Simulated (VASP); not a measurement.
# TaN (Fm-3m) in VASP: further runs

The runs below take TaN through single point, relaxation of cell and atoms, with PBE0, RPBE, r2SCAN+rVV10, r2SCAN+U.

Everything below comes from runs of VASP 6.6.1. Logs are shortened: lines on timing, memory, paths and dates and some standing lists are left out, and cuts for length are marked.

**1. The cell of the first run**

The structure is cubic, space group Fm-3m (No. 225). Conventional cell: a = 4.363 Å, b = 4.363 Å, c = 4.363 Å, α = 90.00°, β = 90.00°, γ = 90.00°. Within 2.9 Å of Ta (site symmetry m-3m) lie 6 N at 2.18 Å. Within 2.9 Å of N (site symmetry m-3m) lie 6 Ta at 2.18 Å.

**2. Single point, PBE0**

POSCAR

```
TaN
1.0
    0.0000000000      2.1814365931      2.1814365931
    2.1814365931      0.0000000000      2.1814365931
    2.1814365931      2.1814365931      0.0000000000
Ta N
1 1
Direct
    0.5000000000      0.5000000000      0.5000000000
    0.0000000000      0.0000000000      0.0000000000
```

INCAR.step1

```
PREC     = Accurate       # precision mode
ENCUT    = 520            # plane-wave cutoff, eV
EDIFF    = 1E-5           # SCF threshold, eV
ISMEAR   = -1             # smearing method
SIGMA    = 0.05           # smearing width, eV
LREAL    = False          # projectors in reciprocal space
LASPH    = True           # aspherical terms in the spheres
NELM     = 60             # most SCF steps
ALGO     = Normal         # electronic algorithm
ISIF     = 2              # what is computed and relaxed
LWAVE    = True           # write WAVECAR
LCHARG   = False          # write CHGCAR
NBANDS   = 15             # bands
GGA      = PE             # functional
```

INCAR.step2

```
PREC     = Accurate       # precision mode
ENCUT    = 520            # plane-wave cutoff, eV
EDIFF    = 1E-6           # SCF threshold, eV
ISMEAR   = -1             # smearing method
SIGMA    = 0.05           # smearing width, eV
LREAL    = False          # projectors in reciprocal space
LASPH    = True           # aspherical terms in the spheres
NELM     = 60             # most SCF steps
ALGO     = Normal         # electronic algorithm
ISIF     = 2              # what is computed and relaxed
LWAVE    = False          # write WAVECAR
LCHARG   = False          # write CHGCAR
GGA      = PE             # functional
LHFCALC  = True           # exact exchange
AEXX     = 0.25           # exact-exchange fraction
PRECFOCK = Normal       
NBANDS   = 15             # bands
ISTART   = 1
```

KPOINTS

```
Automatic mesh
0
Gamma
  6 6 6
```

Potentials or basis: VASP PAW PBE potentials, release 64 (Ta_pv, N).

Run with:

```
$ cat potpaw_PBE.64/Ta_pv/POTCAR potpaw_PBE.64/N/POTCAR > POTCAR
$ cp INCAR.step1 INCAR
$ mpirun -np 1 vasp_std > vasp.out
$ cp INCAR.step2 INCAR
$ mpirun -np 1 vasp_std > vasp.out
```

OUTCAR:

```text
PREC = Accurate
   ENCUT = 520
   EDIFF = 1E-6
   ISMEAR = -1
   LREAL = False
   LASPH = True
   NELM = 60
   ISIF = 2
   GGA = PE
   LHFCALC = True
   AEXX = 0.25
   PRECFOCK = Normal
   ISTART = 1

 ion  position               nearest neighbor table
   1  0.500  0.500  0.500-   2 2.18   2 2.18   2 2.18   2 2.18   2 2.18   2 2.18
   2  0.000  0.000  0.000-   1 2.18   1 2.18   1 2.18   1 2.18   1 2.18   1 2.18

  LATTYP: Found a face centered cubic cell.
 ALAT       =     4.3628731862

  Lattice vectors:

 A1 = (   0.0000000000,   2.1814365931,   2.1814365931)
 A2 = (   2.1814365931,   0.0000000000,   2.1814365931)
 A3 = (   2.1814365931,   2.1814365931,   0.0000000000)

Analysis of symmetry for initial positions (statically):
=====================================================================
 Subroutine PRICEL returns:
 Original cell was already a primitive cell.

 Routine SETGRP: Setting up the symmetry group for a
 face centered cubic supercell.

 Subroutine GETGRP returns: Found 48 space group operations
 (whereof 48 operations were pure point group operations)
 out of a pool of 48 trial point group operations.

The static configuration has the point symmetry O_h .

Analysis of symmetry for dynamics (positions and initial velocities):
=====================================================================
 Subroutine PRICEL returns:
 Original cell was already a primitive cell.

 Routine SETGRP: Setting up the symmetry group for a
 face centered cubic supercell.

 Subroutine GETGRP returns: Found 48 space group operations
 (whereof 48 operations were pure point group operations)
 out of a pool of 48 trial point group operations.

The dynamic configuration has the point symmetry O_h .

 Subroutine INISYM returns: Found 48 space group operations
 (whereof 48 operations are pure point group operations),
 and found     1 'primitive' translations

----------------------------------------------------------------------------------------

                                     Primitive cell

  volume of cell :      20.7615

  direct lattice vectors                    reciprocal lattice vectors
     0.000000000  2.181436593  2.181436593    -0.229206754  0.229206754  0.229206754
     2.181436593  0.000000000  2.181436593     0.229206754 -0.229206754  0.229206754
     2.181436593  2.181436593  0.000000000     0.229206754  0.229206754 -0.229206754

  length of vectors
     3.085017215  3.085017215  3.085017215     0.396997743  0.396997743  0.396997743

  position of ions in fractional coordinates (direct lattice)
     0.500000000  0.500000000  0.500000000
     0.000000000  0.000000000  0.000000000

  ion indices of the primitive-cell ions
   primitive index   ion index
                 1           1
                 2           2

----------------------------------------------------------------------------------------

 KPOINTS: Automatic mesh

Automatic generation of k-mesh.
 Grid dimensions read from file:
 generate k-points for:    6    6    6

 Generating k-lattice:

  Cartesian coordinates                     Fractional coordinates (reciprocal lattice)
    -0.038201126  0.038201126  0.038201126     0.166666667  0.000000000  0.000000000
     0.038201126 -0.038201126  0.038201126     0.000000000  0.166666667  0.000000000
     0.038201126  0.038201126 -0.038201126     0.000000000  0.000000000  0.166666667

  Length of vectors
     0.066166290  0.066166290  0.066166290

  Shift w.r.t. Gamma in fractional coordinates (k-lattice)
     0.000000000  0.000000000  0.000000000

 Subroutine IBZKPT returns following result:
 ===========================================

 Found     16 irreducible k-points:

 Following reciprocal coordinates:
            Coordinates               Weight
  0.000000  0.000000  0.000000      1.000000
  0.166667  0.000000  0.000000      8.000000
  0.333333  0.000000  0.000000      8.000000
  0.500000  0.000000  0.000000      4.000000
  0.166667  0.166667  0.000000      6.000000
  0.333333  0.166667  0.000000     24.000000
[... 8 lines left out ...]
 -0.333333  0.333333  0.166667     24.000000
 -0.333333  0.500000  0.166667     12.000000
   k-points           NKPTS =     16   k-points in BZ     NKDIM =    216   number of bands    NBANDS=     15
   number of dos      NEDOS =    301   number of ions     NIONS =      2
   total plane-waves  NPLWV =  13824
   dimension x,y,z NGX =    24 NGY =   24 NGZ =   24
   dimension x,y,z NGXF=    48 NGYF=   48 NGZF=   48
   ions per type =               1   1
   NGX,Y,Z   is equivalent  to a cutoff of  12.93, 12.93, 12.93 a.u.
   NGXF,Y,Z  is equivalent  to a cutoff of  25.87, 25.87, 25.87 a.u.
 SYSTEM =  unknown system
   PREC   = accura    normal or accurate (medium, high low for compatibility)
   ISTART =      1    job   : 0-new  1-cont  2-samecut
   ICHARG =      0    charge: 1-file 2-atom 10-const
   ISPIN  =      1    spin polarized calculation?
   LNONCOLLINEAR =      F non collinear calculations
   LSORBIT =      F    spin-orbit coupling
   LASPH  =      T    aspherical Exc in radial PAW
   ENCUT  =  520.0 eV  38.22 Ry    6.18 a.u.   5.74  5.74  5.74*2*pi/ulx,y,z
   NELM   =     60;   NELMIN=  2; NELMDL=  0     # of ELM steps
   EDIFF  = 0.1E-05   stopping-criterion for ELM
   LREAL  =      F    real-space projection
   EDIFFG = 0.1E-04   stopping-criterion for IOM
   NSW    =      0    number of steps for IOM
   IBRION =     -1    ionic relax: 0-MD 1-quasi-New 2-CG
   NFREE  =      0    steps in history (QN), initial steepest desc. (CG)
   ISIF   =      2    stress and relaxation
   ISYM   =      3    0-nonsym 1-usesym 2-fastsym
   POTIM  = 0.5000    time-step for ionic-motion
   TEBEG  =    0.0;   TEEND  =   0.0 temperature during run
   PSTRESS=    0.0 pullay stress
   NELECT =      16.0000    total number of electrons
   NUPDOWN=      -1.0000    fix difference up-down
   EMIN   =  10.00;   EMAX   =-10.00  energy-range for DOS
   EFERMI =   0.00;   METHOD = LEGACY
   ISMEAR =    -1;   SIGMA  =   0.05  broadening in eV -4-tet -1-fermi 0-gaus
   EFERMI_NEDOS =   21; number of points for ismear=-14 and -15
   IALGO  =     38    algorithm
   IMIX   =      1    mixing-type and parameters
     AMIX     =   0.40;   BMIX     =  1.00
     AMIX_MAG =   1.60;   BMIX_MAG =  1.00
  volume/ion in A,a.u.               =      10.38        70.05
  Fermi-wavevector in a.u.,A,eV,Ry     =   1.500936  2.836358 30.651334  2.252809
  Thomas-Fermi vector in A             =   2.612372
   LORBIT       =      0    0 simple, 1 ext, 2 COOP (PROOUT), +10 PAW based schemes
   GGA     = PE    functional components
   LHFCALC =     T    Hartree Fock is set to
   PRECFOCK=normal    Normal, Fast or Accurate (Low or Medium for compatibility)
   ENCUT4O =  -1.0   cutoff for four orbital integrals eV
   NKREDX  =     1    reduce k-point grid by
   NKREDY  =     1    reduce k-point grid by
   NKREDZ  =     1    reduce k-point grid by
   AEXX    =    0.2500 exact exchange contribution
   HFSCREEN=    0.0000 screening length (either q_TF or 0.3 A-1)
   HFSCREENC=   0.0000 screening length for correlation (either q_TF or 0.3 A-1)
   ENCUTFOCK=  -1.0 apply spherical cutoff to Coloumb kernel
   IVDW    =     0    specifies the selected vdW correction
   LEPSILON=     F    determine dielectric tensor
   LRPA    =     F    only Hartree local field effects (RPA)
 non-spin polarized calculation
  energy-cutoff  :      520.00
  volume of cell :       20.76
 maximum number of plane-waves:       568
  NGX = 18; NGY = 18; NGZ = 18

 number of electron      16.0000000 magnetization

 Free energy of the ion-electron system (eV)
  ---------------------------------------------------
  ext. energy  EPLUGINS =         0.00000000
  ---------------------------------------------------
  free energy    TOTEN  =       -27.21935442 eV

  energy without entropy =      -27.21720493  energy(sigma->0) =      -27.21827967

 E-fermi :   9.9093     XC(G=0): -10.6498

 val. band max:        9.8543648914   @ k =   0.3333   0.0000   0.0000
 cond. band min:      10.3085621611   @ k =   0.1667   0.1667   0.0000
 fundamental gap:      0.4541972697
 Fermi energy:         9.9093108004

 k-point     1 :       0.0000    0.0000    0.0000
  band No.  band energies     occupation
      1     -28.9541      2.00000
      2     -28.9541      2.00000
      3     -28.9541      2.00000
      4     -11.9991      2.00000
      5       4.8270      2.00000
      6       4.8270      2.00000
      7       4.8270      2.00000
      8       7.0054      2.00000
      9       7.0054      2.00000
     10       7.0054      2.00000
     11      10.6559      0.00000
     12      10.6559      0.00000
     13      12.5313      0.00000
     14      20.1017      0.00000
     15      24.4664      0.00000

 k-point     2 :       0.1667    0.0000    0.0000
  band No.  band energies     occupation
      1     -29.2441      2.00000
      2     -28.9769      2.00000
      3     -28.9769      2.00000
      4     -11.2677      2.00000
      5       2.2117      2.00000
      6       3.0992      2.00000
      7       3.0992      2.00000
      8       8.0097      2.00000
      9       8.1170      2.00000
     10       8.1170      2.00000
     11      13.0170      0.00000
     12      13.0170      0.00000
     13      14.2852      0.00000
     14      22.1805      0.00000
     15      24.4662      0.00000

 k-point     3 :       0.3333    0.0000    0.0000
  band No.  band energies     occupation
      1     -29.7822      2.00000
      2     -29.0236      2.00000
      3     -29.0236      2.00000
      4      -9.6196      2.00000
      5      -1.0439      2.00000
      6       1.2210      2.00000
      7       1.2210      2.00000
      8       9.8544      1.50011
      9      10.9860      0.00000
     10      10.9860      0.00000
     11      16.1378      0.00000
     12      16.8710      0.00000
     13      16.8710      0.00000
     14      23.5368      0.00000
     15      24.4701      0.00000
[... 199 lines left out ...]
 k-point    15 :      -0.3333    0.3333    0.1667
  band No.  band energies     occupation
      1     -29.7545      2.00000
      2     -29.4597      2.00000
      3     -29.2104      2.00000
      4      -9.5749      2.00000
      5      -0.4202      2.00000
      6       1.2939      2.00000
      7       1.4484      2.00000
      8       9.5097      1.99932
      9      10.3500      0.00030
     10      13.9317      0.00000
     11      15.8892      0.00000
     12      16.7745      0.00000
     13      21.2196      0.00000
     14      21.8060      0.00000
     15      24.4689      0.00000

 k-point    16 :      -0.3333    0.5000    0.1667
  band No.  band energies     occupation
      1     -29.7294      2.00000
      2     -29.4510      2.00000
      3     -29.3292      2.00000
      4     -10.0848      2.00000
      5       1.3698      2.00000
      6       1.4497      2.00000
      7       1.6850      2.00000
      8       7.0304      2.00000
      9      12.1691      0.00000
     10      14.5199      0.00000
     11      14.6828      0.00000
     12      16.0664      0.00000
     13      20.2176      0.00000
     14      21.8825      0.00000
     15      24.4685      0.00000

------------------------ aborting loop because EDIFF is reached ----------------------------------------

  FORCE on cell =-STRESS in cart. coord.  units (eV):
  Direction    XX          YY          ZZ          XY          YZ          ZX
  --------------------------------------------------------------------------------------
  -------------------------------------------------------------------------------------
  Total        0.6228214      0.6228214      0.6228214     -0.0000000      0.0000000     -0.0000000
  in kB       48.0636029     48.0636029     48.0636029     -0.0000000      0.0000000     -0.0000000
  external PRESSURE =      48.0636029 kB  Pullay stress =       0.0000000 kB

 VOLUME and BASIS-vectors are now :
 -----------------------------------------------------------------------------
  energy-cutoff  :      520.00
  volume of cell :       20.76
      direct lattice vectors                 reciprocal lattice vectors
     0.000000000  2.181436593  2.181436593    -0.229206754  0.229206754  0.229206754
     2.181436593  0.000000000  2.181436593     0.229206754 -0.229206754  0.229206754
     2.181436593  2.181436593  0.000000000     0.229206754  0.229206754 -0.229206754

 POSITION                                       TOTAL-FORCE (eV/Angst)
 -----------------------------------------------------------------------------------
      2.18144      2.18144      2.18144        -0.000000     -0.000000      0.000000
      0.00000      0.00000      0.00000         0.000000      0.000000     -0.000000
 -----------------------------------------------------------------------------------
    total drift:                                0.000000     -0.000001      0.000001

  FREE ENERGIE OF THE ION-ELECTRON SYSTEM (eV)
  ---------------------------------------------------
  free  energy   TOTEN  =       -27.2193544203 eV

  energy  without entropy=      -27.2172049260  energy(sigma->0) =      -27.21827967
```

Wall time 22 min (1 thread of Intel Xeon Platinum 8259CL at 2.50GHz (Skylake/Cascade Lake), shared host); peak memory 0.16 GiB.

Results:

```yaml
Free_energy: -27.2194 eV
Pressure: 4.8 GPa
Band_gap_on_the_k_mesh: zero (band 8 reaches 12.57 eV, above the bottom of band 9 at 7.01 eV)
```

Caveat: the k points lie up to 0.42 Å⁻¹ apart; the PAW data sets were made with another functional, which shifts forces and pressure a little; spin-orbit coupling is left out, which moves the levels of the heavy elements.

**3. Single point, RPBE**

This run uses another cell than the first one, of 10.81 Å³/atom, 1.042 times its volume.

INCAR

```
PREC = Accurate ; ENCUT = 520
EDIFF = 1E-6 ; ISMEAR = 0
SIGMA = 0.02 ; LREAL = False
LASPH = True ; NELM = 80
ALGO = Normal ; ISIF = 2
LWAVE = False ; LCHARG = False
GGA = RP ; NBANDS = 15
```

KPOINTS

```
regular mesh
0
Gamma
  10 10 10
```

POSCAR

```
TaN
1.0
    3.1272829800      0.0000000000      0.0000000000
    1.5636414900      2.7083065055      0.0000000000
    1.5636414900      0.9027688352      2.5534158608
Ta N
1 1
Direct
    0.5000000000      0.5000000000      0.5000000000
    0.0000000000      0.0000000000      0.0000000000
```

Potentials or basis: VASP PAW PBE potentials, release 64 (Ta_pv, N).

Run with:

```
$ cat potpaw_PBE.64/Ta_pv/POTCAR potpaw_PBE.64/N/POTCAR > POTCAR
$ mpirun -np 1 vasp_std > vasp.out
```

Run time: 19 s. Hardware: 1 thread of Intel Xeon 8259CL, shared host; peak memory 0.15 GiB.

The run converged. Its results:

```
Free energy            : -20.7920 eV
Pressure               : 4.0 GPa
Band gap on the k mesh : zero (band 8 reaches 11.31 eV, above the bottom of band 9 at 7.41 eV)
```

Levels at points of the mesh, in eV from the Fermi level:
```tsv
k point	band 5	band 6	band 7	band 8	band 9	band 10	band 11	band 12
(0.00, 0.00, 0.00)	-3.83	-3.83	-3.83	-2.12	-2.12	-2.12	0.01	0.01
(0.50, 0.00, 0.00)	-10.30	-7.51	-7.51	1.79	1.79	1.89	3.68	7.31
(0.50, 0.50, 0.00)	-6.68	-5.41	-4.66	-4.66	2.01	3.38	3.38	4.28
```

Caveat: the PAW data sets were made with another functional, which shifts forces and pressure a little; spin-orbit coupling is left out, which moves the levels of the heavy elements.

**4. Relaxation of cell and atoms, r2SCAN+rVV10**

This run uses another cell than the first one, of 10.81 Å³/atom, 1.042 times its volume.

POSCAR

```
TaN
1.0
    0.0000000000      2.2113230000      2.2113230000
    2.2113230000      0.0000000000      2.2113230000
    2.2113230000      2.2113230000      0.0000000000
Ta N
1 1
Direct
    0.5000000000      0.5000000000      0.5000000000
    0.0000000000      0.0000000000      0.0000000000
```

INCAR.step1

```
  ALGO = Normal
  EDIFF = 1E-5
  EDIFFG = -0.005
  ENCUT = 660
  GGA = PE
  GGA_COMPAT = F
  IBRION = 2
  ISIF = 3
  ISMEAR = -1
  LASPH = T
  LCHARG = F
  LREAL = F
  LWAVE = T
  NELM = 120
  NELMIN = 4
  NSW = 100
  PREC = Accurate
  SIGMA = 0.05
```

INCAR.step2

```
  ALGO = Normal
  BPARAM = 11.95
  CPARAM = 0.0093
  EDIFF = 1E-7
  EDIFFG = -0.01
  ENCUT = 660
  GGA_COMPAT = F
  IBRION = 2
  ISIF = 3
  ISMEAR = -1
  ISTART = 1
  IVDW_NL = 2
  LASPH = T
  LCHARG = F
  LMIXTAU = T
  LREAL = F
  LUSE_VDW = T
  LWAVE = F
  METAGGA = R2SCAN
  NELM = 120
  NELMIN = 4
  NSW = 60
  PREC = Accurate
  SIGMA = 0.05
```

KPOINTS

```
k-points
0
Gamma
  10 10 10
```

Run with:

```
$ cat potpaw_PBE.64/Ta_pv/POTCAR potpaw_PBE.64/N/POTCAR > POTCAR
$ cp INCAR.step1 INCAR
$ mpirun -np 1 vasp_std > vasp.out
$ cp INCAR.step2 INCAR
$ mpirun -np 1 vasp_std > vasp.out
```

Run time: 6.7 min. Hardware: 1 thread of AMD EPYC 7R43 (Zen 3), shared host; peak memory 0.25 GiB.

The run converged. Its results:

* Free energy: -59.4177 eV
* Relaxed volume: 10.63 Å³/atom
* Relaxed cell: a = 3.110 Å, b = 3.110 Å, c = 3.110 Å, α = 60.00°, β = 60.00°, γ = 60.00°
* Space group after relaxing (to 0.05 Å): Fm-3m (No. 225)
* Energy gained by relaxing: 3.4 meV/atom
* Ionic steps: 3
* Pressure after relaxing: -0.1 GPa
* Band gap on the k mesh: zero (band 8 reaches 11.53 eV, above the bottom of band 9 at 7.43 eV)

The path:
```tsv
step	energy change (eV)	largest force (eV/Å)	pressure (GPa)	volume (Å³)
1	0.0000	0.0000	-5.83	21.63
2	0.0333	0.0000	15.79	20.42
3	-0.0068	0.0000	-0.09	21.27
```

Final structure:
```
Ta N
1.0
     0.00000    2.19899    2.19899
     2.19899    0.00000    2.19899
     2.19899    2.19899    0.00000
Ta N
1 1
Cartesian
  2.1990 2.1990 2.1990
  0.0000 0.0000 0.0000
```

Levels at points of the mesh, in eV from the Fermi level:
```tsv
k point	band 4	band 5	band 6	band 7	band 8	band 9	band 10	band 11	band 12
(0.00, 0.00, 0.00)	-20.04	-4.16	-4.16	-4.16	-2.20	-2.20	-2.20	0.10	0.10
(0.50, 0.00, 0.00)	-17.02	-10.87	-8.02	-8.02	1.90	1.90	2.05	4.03	7.81
(0.50, 0.50, 0.00)	-18.80	-7.12	-5.66	-5.02	-5.02	2.19	3.52	3.52	4.69
```

Caveat: the PAW data sets were made with another functional, which shifts forces and pressure a little; spin-orbit coupling is left out, which moves the levels of the heavy elements.

[end of part 1 of 2]
